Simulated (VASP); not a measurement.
## Tl: single point with PBEsol

Crystal: Tl.

```
Tl
1.0
     3.38545    0.00000    0.00000
    -1.69272    2.93189    0.00000
     0.00000    0.00000    5.41221
Tl
2
Cartesian
  1.6927 0.9773 4.0592
  0.0000 1.9546 1.3531
```

* Program: VASP 6.6.1
* Task: single point
* Functional: PBEsol
* Potentials or basis: VASP PAW PBE potentials, release 64 (Tl_d)
* Cutoff: 520 eV
* k mesh: 9 × 9 × 5
* Occupations: fermi-dirac, width 0.05 eV
* Spin: no spin polarisation

The pressure is 2.8 GPa and the band gap on the k mesh is zero (bands 13 and 14 overlap by 4.00 eV).

Stress tensor (GPa, compression positive):
```
2.25 0.00 0.00
0.00 2.25 0.00
0.00 0.00 4.05
```

Levels at points of the mesh, in eV from the Fermi level:
```
           k point  band 11  band 12  band 13  band 14  band 15  band 16
(0.00, 0.00, 0.00)   -10.50    -5.06    -3.12     8.41     8.41    10.41
```

It took 23 s on 1 thread of Intel(R) Xeon(R) Platinum 8259CL CPU @ 2.50GHz (Skylake/Cascade Lake), on a shared host, peak memory 0.18 GiB.

Caveat: the PAW data sets were made with another functional, which shifts forces and pressure a little; spin-orbit coupling is left out, which moves the levels of the heavy elements.
